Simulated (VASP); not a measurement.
# Si2W3 (Amm2) in VASP: single point with PBE

Aim: the single point of Si2W3 with PBE.

Program: VASP 6.6.1. These are calculated values, not measurements. Logs are shortened: lines on timing, memory, paths and dates and some standing lists are left out, and cuts for length are marked.

### 1 The cell of the first run

It takes space group Amm2 (No. 38, orthorhombic). The conventional cell has a = 3.312 Å, b = 9.376 Å, c = 9.376 Å, α = 90.00°, β = 90.00°, γ = 90.00°. Si (site symmetry mm2) has 8 W at 2.47 to 2.61 Å and 3 Si at 2.52 to 3.31 Å within 3.4 Å. Si (site symmetry mm2) has 8 W at 2.51 to 2.63 Å and 3 Si at 2.52 to 3.31 Å within 3.4 Å. Within 3.4 Å of Si (site symmetry m) lie 8 W at 2.49 to 2.67 Å and 3 Si at 2.52 to 3.31 Å. Within 3.4 Å of W (site symmetry m) lie 4 Si at 2.49 to 2.67 Å and 10 W at 2.99 to 3.31 Å. W (site symmetry mm2) has 6 Si at 2.50 to 2.62 Å and 11 W at 2.99 to 3.53 Å within 3.6 Å. Within 3.6 Å of W (site symmetry mm2) lie 6 Si at 2.47 to 2.62 Å and 11 W at 2.99 to 3.53 Å. Within 3.6 Å of W (site symmetry m) lie 6 Si at 2.51 to 2.61 Å and 11 W at 2.99 to 3.53 Å.

### 2 Single point, PBE

File INCAR:

```
PREC = Accurate ; ENCUT = 520
EDIFF = 1E-7 ; ISMEAR = 0
SIGMA = 0.15 ; LREAL = False
LASPH = True ; NELM = 100
ALGO = Fast ; ISIF = 2
LWAVE = False ; LCHARG = False
GGA = PE ; NBANDS = 61
```

File KPOINTS:

```
Automatic mesh
0
Gamma
  6 6 12
```

File POSCAR:

```
Si2W3
1.0
    6.6300342967      0.0000000000      0.0000000000
    0.0000000000      6.6300342967      0.0000000000
    0.0000000000      0.0000000000      3.3123213826
Si W
4 6
Direct
    0.1448981941      0.6448981941      0.0000000000
    0.8764322169      0.3764322169      0.0000000000
    0.6448981941      0.8764322169      0.0000000000
    0.3764322169      0.1448981941      0.0000000000
    0.5000000000      0.5000000000      0.0000000000
    0.0000000000      0.0000000000      0.0000000000
    0.6595119696      0.1595119696      0.5000000000
    0.3404880304      0.8404880304      0.5000000000
    0.1595119696      0.3404880304      0.5000000000
    0.8404880304      0.6595119696      0.5000000000
```

Potentials or basis: VASP PAW PBE potentials, release 64 (Si, W_sv).

The run is started by

```
$ cat potpaw_PBE.64/Si/POTCAR potpaw_PBE.64/W_sv/POTCAR > POTCAR
$ mpirun -np 1 vasp_std > vasp.out
```

OUTCAR:

```text
PREC = Accurate
   ENCUT = 520
   EDIFF = 1E-7
   ISMEAR = 0
   LREAL = False
   LASPH = True
   NELM = 100
   ISIF = 2
   GGA = PE

 ion  position               nearest neighbor table
   1  0.145  0.645  0.000-   8 2.47   8 2.47   2 2.52   5 2.54   6 2.54  10 2.61   9 2.61   9 2.61
                            10 2.61
   2  0.876  0.376  0.000-   9 2.51  10 2.51   9 2.51  10 2.51   1 2.52   7 2.62   7 2.62   5 2.63
                             6 2.63
   3  0.645  0.876  0.000-   6 2.49   7 2.50   7 2.50   4 2.52  10 2.55  10 2.55   8 2.62   8 2.62
                             5 2.67
   4  0.376  0.145  0.000-   5 2.49   7 2.50   7 2.50   3 2.52   9 2.55   9 2.55   8 2.62   8 2.62
                             6 2.67
   5  0.500  0.500  0.000-   4 2.49   1 2.54   2 2.63   3 2.67   7 2.99   8 2.99   9 2.99  10 2.99
                             7 2.99   8 2.99   9 2.99  10 2.99
   6  0.000  0.000  0.000-   3 2.49   1 2.54   2 2.63   4 2.67   7 2.99   8 2.99   9 2.99  10 2.99
                             7 2.99   8 2.99   9 2.99  10 2.99
   7  0.660  0.160  0.500-   3 2.50   4 2.50   3 2.50   4 2.50   2 2.62   2 2.62   8 2.99   5 2.99
                             6 2.99   5 2.99   6 2.99
   8  0.340  0.840  0.500-   1 2.47   1 2.47   4 2.62   3 2.62   3 2.62   4 2.62   7 2.99   5 2.99
                             6 2.99   5 2.99   6 2.99
   9  0.160  0.340  0.500-   2 2.51   2 2.51   4 2.55   4 2.55   1 2.61   1 2.61  10 2.99   5 2.99
                             6 2.99   5 2.99   6 2.99
  10  0.840  0.660  0.500-   2 2.51   2 2.51   3 2.55   3 2.55   1 2.61   1 2.61   9 2.99   5 2.99
                             6 2.99   5 2.99   6 2.99

  LATTYP: Found a simple tetragonal cell.
 ALAT       =     6.6300342967
 C/A-ratio  =     0.4995934009

  Lattice vectors:

 A1 = (   6.6300342967,   0.0000000000,   0.0000000000)
 A2 = (   0.0000000000,   6.6300342967,   0.0000000000)
 A3 = (   0.0000000000,   0.0000000000,   3.3123213826)

Analysis of symmetry for initial positions (statically):
=====================================================================
 Subroutine PRICEL returns:
 Original cell was already a primitive cell.

 Routine SETGRP: Setting up the symmetry group for a
 simple tetragonal supercell.

 Subroutine GETGRP returns: Found  4 space group operations
 (whereof  2 operations were pure point group operations)
 out of a pool of 16 trial point group operations.

The static configuration has the point symmetry C_1h.
 The point group associated with its full space group is C_2v.

Analysis of symmetry for dynamics (positions and initial velocities):
=====================================================================
 Subroutine PRICEL returns:
[... 142 lines left out ...]
   EFERMI_NEDOS =   21; number of points for ismear=-14 and -15
   IALGO  =     68    algorithm
   IMIX   =      4    mixing-type and parameters
     AMIX     =   0.40;   BMIX     =  1.00
     AMIX_MAG =   1.60;   BMIX_MAG =  1.00
  volume/ion in A,a.u.               =      14.56        98.26
  Fermi-wavevector in a.u.,A,eV,Ry     =   1.444398  2.729516 28.385632  2.086285
  Thomas-Fermi vector in A             =   2.562697
   LORBIT       =      0    0 simple, 1 ext, 2 COOP (PROOUT), +10 PAW based schemes
   GGA     = PE    functional components
   LHFCALC =     F    Hartree Fock is set to
   AEXX    =    0.0000 exact exchange contribution
   IVDW    =     0    specifies the selected vdW correction
   LEPSILON=     F    determine dielectric tensor
   LRPA    =     F    only Hartree local field effects (RPA)
 non-spin polarized calculation
 RMM-DIIS sequential band-by-band and
 Gauss-broadening in eV      SIGMA  =   0.15
  energy-cutoff  :      520.00
  volume of cell :      145.60
 maximum number of plane-waves:      3945
 NGX is ok and might be reduce to    50
   NGX = 25   NGY = 25   NGZ = 13

 number of electron     100.0000000 magnetization

 number of electron      99.9999980 magnetization

 Free energy of the ion-electron system (eV)
  ---------------------------------------------------
  ext. energy  EPLUGINS =         0.00000000
  ---------------------------------------------------
  free energy    TOTEN  =       -99.05228029 eV

  energy without entropy =      -98.98855101  energy(sigma->0) =      -99.02041565

 E-fermi :  11.7148     XC(G=0): -12.9429

 val. band max:       11.7106676692   @ k =   0.5000   0.5000   0.0000
 cond. band min:      11.7166876969   @ k =   0.3333   0.0000   0.4167
 fundamental gap:      0.0060200277
 Fermi energy:        11.7147707109

 k-point     1 :       0.0000    0.0000    0.0000
  band No.  band energies     occupation
      1     -62.6547      2.00000
      2     -62.6475      2.00000
      3     -62.6424      2.00000
      4     -62.6201      2.00000
      5     -62.3589      2.00000
      6     -62.3565      2.00000
[... 1525 lines left out ...]
     60      13.1794      0.00000
     61      14.5137      0.00000

 [... further k-points ...]

------------------------ aborting loop because EDIFF is reached ----------------------------------------

  FORCE on cell =-STRESS in cart. coord.  units (eV):
  Direction    XX          YY          ZZ          XY          YZ          ZX
  --------------------------------------------------------------------------------------
  -------------------------------------------------------------------------------------
  Total        0.8395708      0.8395708      1.1513279      0.0378821      0.0000000      0.0000000
  in kB        9.2385516      9.2385516     12.6690955      0.4168506      0.0000000      0.0000000
  external PRESSURE =      10.3820663 kB  Pullay stress =       0.0000000 kB

 VOLUME and BASIS-vectors are now :
 -----------------------------------------------------------------------------
  energy-cutoff  :      520.00
  volume of cell :      145.60
      direct lattice vectors                 reciprocal lattice vectors
     6.630034297  0.000000000  0.000000000     0.150828782  0.000000000  0.000000000
     0.000000000  6.630034297  0.000000000     0.000000000  0.150828782  0.000000000
     0.000000000  0.000000000  3.312321383     0.000000000  0.000000000  0.301903072

 POSITION                                       TOTAL-FORCE (eV/Angst)
 -----------------------------------------------------------------------------------
      0.96068      4.27570      0.00000        -0.818227     -0.818227      0.000000
      5.81078      2.49576      0.00000        -0.743210     -0.743210      0.000000
      4.27570      5.81078      0.00000        -0.960947     -0.960642      0.000000
      2.49576      0.96068      0.00000        -0.960642     -0.960947      0.000000
      3.31502      3.31502      0.00000         0.690073      0.825787      0.000000
      0.00000      0.00000      0.00000         0.825787      0.690073      0.000000
      4.37259      1.05757      1.65616         0.824314      0.824314      0.000000
      2.25745      5.57246      1.65616         0.800174      0.800174      0.000000
      1.05757      2.25745      1.65616         0.219444      0.123234      0.000000
      5.57246      4.37259      1.65616         0.123234      0.219444      0.000000
 -----------------------------------------------------------------------------------
    total drift:                               -0.000043     -0.000043      0.000000

  FREE ENERGIE OF THE ION-ELECTRON SYSTEM (eV)
  ---------------------------------------------------
  free  energy   TOTEN  =       -99.0522802862 eV

  energy  without entropy=      -98.9885510094  energy(sigma->0) =      -99.02041565
```

OSZICAR:

```text
N       E                     dE             d eps       ncg     rms          rms(c)
DAV:   1     0.123114101604E+04    0.12311E+04   -0.54594E+04 11142   0.180E+03
[... 13 lines left out ...]
RMM:  15    -0.990523242745E+02    0.21815E-04   -0.26878E-04 14636   0.620E-02    0.848E-02
RMM:  16    -0.990523208635E+02    0.34110E-05   -0.43862E-05 16963   0.246E-02    0.821E-02
RMM:  17    -0.990522851732E+02    0.35690E-04   -0.65956E-05 13867   0.275E-02    0.388E-02
RMM:  18    -0.990522785608E+02    0.66124E-05   -0.96668E-05 14749   0.262E-02    0.174E-02
RMM:  19    -0.990522798351E+02   -0.12742E-05   -0.98906E-06 14737   0.939E-03    0.151E-02
RMM:  20    -0.990522802390E+02   -0.40395E-06   -0.18885E-06 13542   0.411E-03    0.110E-02
RMM:  21    -0.990522802862E+02   -0.47237E-07   -0.87409E-07 11303   0.361E-03
   1 F= -.99052280E+02 E0= -.99020416E+02  d E =-.637293E-01
```

stdout:

```text
POSCAR found type information on POSCAR SiW
 POSCAR found :  2 types and      10 ions
 scaLAPACK will be used
 LDA part: xc-table for (Slater+PW92), standard interpolation
 POSCAR, INCAR and KPOINTS ok, starting setup
 FFT: planning ... GRIDC
 FFT: planning ... GRID_SOFT
 FFT: planning ... GRID
 WAVECAR not read
 entering main loop
WARNING in EDDRMM: call to ZHEGV failed, returncode =   8  4     59
```

Run time: 36 min. Hardware: 1 thread of Intel Xeon 8259CL, shared host; peak memory 0.65 GiB.

What came out:

| Quantity | Value |
| --- | --- |
| Free energy | -99.0523 eV |
| Pressure | 1.0 GPa |
| Largest force | 1.359 eV/Å |
| Band gap on the k mesh | zero (bands 50 and 51 overlap by 1.67 eV) |

Forces on the atoms (eV/Å):
```
Si  -0.818 -0.818  0.000
Si  -0.743 -0.743  0.000
Si  -0.961 -0.961  0.000
Si  -0.961 -0.961  0.000
W    0.690  0.826  0.000
W    0.826  0.690  0.000
W    0.824  0.824  0.000
W    0.800  0.800  0.000
W    0.219  0.123  0.000
W    0.123  0.219  0.000
```

Stress tensor (GPa, compression positive):
```
0.92 0.04 0.00
0.04 0.92 0.00
0.00 0.00 1.27
```

Caveat: the cell differs from its parent crystal (all Si atoms moved -0.100 Å, as atom 1 towards its neighbour atom 2 (Si) at 2.517 Å); spin-orbit coupling is left out, which moves the levels of the heavy elements; forces of over 1 eV/Å act on the atoms, so gaps and moduli don't describe the material at rest.
